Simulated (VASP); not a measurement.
Input of a VASP 6.6.1 run:

The input POSCAR:

```
Tl
1.0
    5.6156286181      0.0000000000      0.0000000000
   -2.8078143091      4.8632770415      0.0000000000
    0.0000000000      0.0000000000      3.4569210757
Tl
3
Direct
    0.0000000000      0.0000000000      0.0000000000
    0.3333333333      0.6666666667      0.5000000000
    0.6666666667      0.3333333333      0.5000000000
```

INCAR.step1

```
SYSTEM = Tl
ALGO = Normal
EDIFF = 1E-4
ENCUT = 520
GGA = PE
ISMEAR = -1
LASPH = .True.
LCHARG = .False.
LREAL = .False.
LWAVE = .True.
NBANDS = 26
NELM = 100
PREC = Accurate
SIGMA = 0.1
```

File INCAR.step2:

```
SYSTEM = Tl
ALGO = Normal
EDIFF = 1E-6
ENCUT = 520
ISIF = 2
ISMEAR = -1
ISTART = 1
LASPH = .True.
LCHARG = .False.
LMIXTAU = .True.
LREAL = .False.
LWAVE = .False.
METAGGA = R2SCAN
NBANDS = 26
NELM = 100
PREC = Accurate
SIGMA = 0.1
```

Contents of KPOINTS:

```
k-points
0
Gamma
  8 8 10
  0 0 0
```

Potentials or basis: VASP PAW PBE potentials, release 64 (Tl_d).

Command:

```console
$ cat potpaw_PBE.64/Tl_d/POTCAR > POTCAR
$ cp INCAR.step1 INCAR
$ mpirun -np 1 vasp_std > vasp.out
$ cp INCAR.step2 INCAR
$ mpirun -np 1 vasp_std > vasp.out
```

(1) Estimate the pressure.

(2) What does it give for the band gap on the k mesh?

Answers

(1) -0.9 GPa.

(2) zero (an odd number of electrons rules out a gap without spin polarisation).

Caveat: the PAW data sets were made with another functional, which shifts forces and pressure a little; spin-orbit coupling is left out, which moves the levels of the heavy elements.
